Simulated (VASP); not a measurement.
Runs of VASP 6.6.1 on Si. The structure is cubic, space group Fd-3m (No. 227). Conventional cell: a = 5.431 Å, b = 5.431 Å, c = 5.431 Å, α = 90.00°, β = 90.00°, γ = 90.00°. Within 3.1 Å of Si (site symmetry -43m) lie 4 Si at 2.35 Å. 

```tsv
k mesh	smearing	gap on the mesh (eV)	pressure (GPa)
4 × 4 × 4	gaussian 0.02 eV	0.69	2.6
12 × 12 × 12	gaussian 0.02 eV	(a)	1.9
8 × 8 × 8	gaussian 0.02 eV	0.62	1.9
6 × 6 × 6	gaussian 0.1 eV	0.71	2.0
10 × 10 × 10	gaussian 0.02 eV	(b)	1.9
```

Alike in all rows: task single point; level PBE; potentials or basis VASP PAW PBE potentials, release 64 (Si); no spin polarisation; cell as given; cutoff (eV) 500.

Problem. Estimate the missing entries.

Solution. (a) 0.57; (b) 0.58.

Caveats: some runs use coarse meshes.

A k mesh can miss the band edges.
